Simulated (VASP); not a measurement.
# W2N3 (P3m1) in VASP: single point with PBEsol

Aim: the single point of W2N3 with PBEsol.

All numbers are computed with VASP 6.6.1; they aren't measurements. Logs are shortened: lines on timing, memory, paths and dates and some standing lists are left out, and cuts for length are marked.

### 1 The cell of the first run

Symmetry: P3m1, No. 156, trigonal system. Conventional cell: a = 2.885 Å, b = 2.885 Å, c = 21.894 Å, α = 90.00°, β = 90.00°, γ = 120.00°. Within 2.7 Å of W (site symmetry 3m) lie 6 N at 2.00 to 2.21 Å. W (site symmetry 3m) has 6 N at 2.00 to 2.21 Å within 2.7 Å. Within 2.7 Å of W (site symmetry 3m) lie 3 N at 2.00 Å. Within 2.7 Å of W (site symmetry 3m) lie 6 N at 2.00 to 2.21 Å. N (site symmetry 3m) has 3 W at 2.00 Å and 1 N at 2.56 Å within 2.7 Å. N (site symmetry 3m) has 3 W at 2.00 Å and 1 N at 2.56 Å within 2.7 Å. Within 2.7 Å of N (site symmetry 3m) lie 3 W at 2.00 Å and 1 N at 2.56 Å. N (site symmetry 3m) has 3 W at 2.00 Å within 2.7 Å.

### 2 Single point, PBEsol

INCAR reads:

```
SYSTEM = W2N3
PREC = Accurate
ENCUT = 520
EDIFF = 1E-7
ISMEAR = 0
SIGMA = 0.15
LREAL = .FALSE.
LASPH = .TRUE.
NELM = 100
ALGO = Normal
ISIF = 2
LWAVE = .FALSE.
LCHARG = .FALSE.
GGA = PS
NBANDS = 54
```

KPOINTS reads:

```
regular mesh
0
G
  15 15 3
  0 0 0
```

POSCAR reads:

```
W2N3
1.0
   -1.4423307378     -2.4981901192      0.0000000000
    1.4423307378     -2.4981901192      0.0000000000
    0.0000000000      0.0000000000     21.8943955927
W N
4 6
Direct
    0.3333333333      0.3333333333      0.3298458367
    0.6666666667      0.6666666667      0.0994126954
    0.6666666667      0.6666666667      0.6928244704
    0.3333333333      0.3333333333      0.4623913290
    0.3333333333      0.3333333333      0.1501508471
    0.6666666667      0.6666666667      0.2791076850
    0.6666666667      0.6666666667      0.5131294808
    0.3333333333      0.3333333333      0.6420863186
    0.3333333333      0.3333333333      0.0331399493
    0.6666666667      0.6666666667      0.3961185829
```

Potentials or basis: VASP PAW PBE potentials, release 64 (W_sv, N).

Launch:

```
cat potpaw_PBE.64/W_sv/POTCAR potpaw_PBE.64/N/POTCAR > POTCAR
mpirun -np 1 vasp_std > vasp.out
```

OUTCAR:

```text
SYSTEM = W2N3
   PREC = Accurate
   ENCUT = 520
   EDIFF = 1E-7
   ISMEAR = 0
   LREAL = .FALSE.
   LASPH = .TRUE.
   NELM = 100
   ISIF = 2
   GGA = PS

 ion  position               nearest neighbor table
   1  0.333  0.333  0.330-   6 2.00   6 2.00   6 2.00  10 2.21  10 2.21  10 2.21   4 2.90
   2  0.667  0.667  0.099-   5 2.00   5 2.00   5 2.00   9 2.21   9 2.21   9 2.21
   3  0.667  0.667  0.693-   8 2.00   8 2.00   8 2.00
   4  0.333  0.333  0.462-   7 2.00   7 2.00   7 2.00  10 2.21  10 2.21  10 2.21   1 2.90
   5  0.333  0.333  0.150-   2 2.00   2 2.00   2 2.00
   6  0.667  0.667  0.279-   1 2.00   1 2.00   1 2.00
   7  0.667  0.667  0.513-   4 2.00   4 2.00   4 2.00
   8  0.333  0.333  0.642-   3 2.00   3 2.00   3 2.00
   9  0.333  0.333  0.033-   2 2.21   2 2.21   2 2.21
  10  0.667  0.667  0.396-   4 2.21   4 2.21   4 2.21   1 2.21   1 2.21   1 2.21

  LATTYP: Found a hexagonal cell.
 ALAT       =     2.8846614756
 C/A-ratio  =     7.5899358652

  Lattice vectors:

 A1 = (  -1.4423307378,   2.4981901192,   0.0000000000)
 A2 = (  -1.4423307378,  -2.4981901192,   0.0000000000)
 A3 = (   0.0000000000,   0.0000000000,  21.8943955927)

Analysis of symmetry for initial positions (statically):
=====================================================================
 Subroutine PRICEL returns:
 Original cell was already a primitive cell.

 Routine SETGRP: Setting up the symmetry group for a
 hexagonal supercell.

 Subroutine GETGRP returns: Found  6 space group operations
 (whereof  6 operations were pure point group operations)
 out of a pool of 24 trial point group operations.

The static configuration has the point symmetry C_3v.

Analysis of symmetry for dynamics (positions and initial velocities):
=====================================================================
 Subroutine PRICEL returns:
 Original cell was already a primitive cell.

 Routine SETGRP: Setting up the symmetry group for a
 hexagonal supercell.

 Subroutine GETGRP returns: Found  6 space group operations
 (whereof  6 operations were pure point group operations)
 out of a pool of 24 trial point group operations.

The dynamic configuration has the point symmetry C_3v.

 Subroutine INISYM returns: Found  6 space group operations
 (whereof  6 operations are pure point group operations),
 and found     1 'primitive' translations

----------------------------------------------------------------------------------------
[... 118 lines left out ...]
   TEBEG  =    0.0;   TEEND  =   0.0 temperature during run
   PSTRESS=    0.0 pullay stress
   NELECT =      86.0000    total number of electrons
   NUPDOWN=      -1.0000    fix difference up-down
   EMIN   =  10.00;   EMAX   =-10.00  energy-range for DOS
   EFERMI =   0.00;   METHOD = LEGACY
   ISMEAR =     0;   SIGMA  =   0.15  broadening in eV -4-tet -1-fermi 0-gaus
   EFERMI_NEDOS =   21; number of points for ismear=-14 and -15
   IALGO  =     38    algorithm
   IMIX   =      4    mixing-type and parameters
     AMIX     =   0.40;   BMIX     =  1.00
     AMIX_MAG =   1.60;   BMIX_MAG =  1.00
  volume/ion in A,a.u.               =      15.78       106.48
  Fermi-wavevector in a.u.,A,eV,Ry     =   1.337283  2.527098 24.331638  1.788325
  Thomas-Fermi vector in A             =   2.465843
   LORBIT       =      0    0 simple, 1 ext, 2 COOP (PROOUT), +10 PAW based schemes
   GGA     = PS    functional components
   LHFCALC =     F    Hartree Fock is set to
   AEXX    =    0.0000 exact exchange contribution
   IVDW    =     0    specifies the selected vdW correction
   LEPSILON=     F    determine dielectric tensor
   LRPA    =     F    only Hartree local field effects (RPA)
 non-spin polarized calculation
 Gauss-broadening in eV      SIGMA  =   0.15
  energy-cutoff  :      520.00
  volume of cell :      157.78
 maximum number of plane-waves:      4318
 NGX is ok and might be reduce to    24
   NGX = 11   NGY = 11   NGZ = 81

 number of electron      85.9999990 magnetization

 Free energy of the ion-electron system (eV)
  ---------------------------------------------------
  ext. energy  EPLUGINS =         0.00000000
  ---------------------------------------------------
  free energy    TOTEN  =      -104.48032319 eV

  energy without entropy =     -104.38724678  energy(sigma->0) =     -104.43378498

 E-fermi :   3.7343     XC(G=0):  -9.8269

 val. band max:        3.7299916794   @ k =   0.4000   0.0667   0.0000
 cond. band min:       3.7404958050   @ k =   0.2667   0.4000   0.3333
 fundamental gap:      0.0105041256
 Fermi energy:         3.7342638958

 k-point     1 :       0.0000    0.0000    0.0000
  band No.  band energies     occupation
      1     -71.1600      2.00000
      2     -71.1418      2.00000
      3     -70.7025      2.00000
      4     -70.4562      2.00000
      5     -35.6991      2.00000
      6     -35.3753      2.00000
[... 1357 lines left out ...]
     53       9.1506      0.00000
     54       9.1706      0.00000

 [... further k-points ...]

------------------------ aborting loop because EDIFF is reached ----------------------------------------

  FORCE on cell =-STRESS in cart. coord.  units (eV):
  Direction    XX          YY          ZZ          XY          YZ          ZX
  --------------------------------------------------------------------------------------
  -------------------------------------------------------------------------------------
  Total        0.3497829      0.3497829     -7.3125700      0.0000000      0.0000000      0.0000000
  in kB        3.5518604      3.5518604    -74.2552765      0.0000000      0.0000000      0.0000000
  external PRESSURE =     -22.3838519 kB  Pullay stress =       0.0000000 kB

 VOLUME and BASIS-vectors are now :
 -----------------------------------------------------------------------------
  energy-cutoff  :      520.00
  volume of cell :      157.78
      direct lattice vectors                 reciprocal lattice vectors
    -1.442330738 -2.498190119  0.000000000    -0.346661128 -0.200144895  0.000000000
     1.442330738 -2.498190119  0.000000000     0.346661128 -0.200144895  0.000000000
     0.000000000  0.000000000 21.894395593     0.000000000  0.000000000  0.045673789

 POSITION                                       TOTAL-FORCE (eV/Angst)
 -----------------------------------------------------------------------------------
      0.00000     -1.66546      7.22178         0.000000     -0.000000      0.131577
      0.00000     -3.33092      2.17658        -0.000000      0.000000     -2.191240
      0.00000     -3.33092     15.16897        -0.000000      0.000000     -1.170842
      0.00000     -1.66546     10.12378         0.000000     -0.000000     -0.119517
      0.00000     -1.66546      3.28746        -0.000000      0.000000     -1.210997
      0.00000     -3.33092      6.11089        -0.000000     -0.000000     -0.271551
      0.00000     -3.33092     11.23466         0.000000      0.000000      0.246252
      0.00000     -1.66546     14.05809        -0.000000      0.000000      1.151136
      0.00000     -1.66546      0.72558         0.000000     -0.000000      3.431632
      0.00000     -3.33092      8.67278        -0.000000      0.000000      0.003550
 -----------------------------------------------------------------------------------
    total drift:                                0.000000     -0.000000     -0.000101

  FREE ENERGIE OF THE ION-ELECTRON SYSTEM (eV)
  ---------------------------------------------------
  free  energy   TOTEN  =      -104.4803231851 eV

  energy  without entropy=     -104.3872467843  energy(sigma->0) =     -104.43378498
```

Run time: 15 min. Hardware: 1 thread of Intel Xeon 6975P-C (Granite Rapids), shared host; peak memory 0.6 GiB.

What came out:

```
Free energy            : -104.4803 eV
Pressure               : -2.2 GPa
Largest force          : 3.432 eV/Å
Band gap on the k mesh : zero (band 43 reaches 4.32 eV, above the bottom of band 44 at 3.22 eV)
```

Forces in eV/Å, atoms in the order of the input:
```
W    0.000  0.000  0.132
W    0.000  0.000 -2.191
W    0.000  0.000 -1.171
W    0.000  0.000 -0.120
N    0.000  0.000 -1.211
N    0.000  0.000 -0.272
N    0.000  0.000  0.246
N    0.000  0.000  1.151
N    0.000  0.000  3.432
N    0.000  0.000  0.004
```

Levels at points of the mesh, in eV from the Fermi level:
```
           k point  band 39  band 40  band 41  band 42  band 43  band 44  band 45  band 46  band 47  band 48
(0.00, 0.00, 0.00)    -0.96    -0.96    -0.56     0.43     0.43     0.74     0.91     0.91     1.62     2.21
```

Caveat: the PAW data sets were made with another functional, which shifts forces and pressure a little; spin-orbit coupling is left out, which moves the levels of the heavy elements.
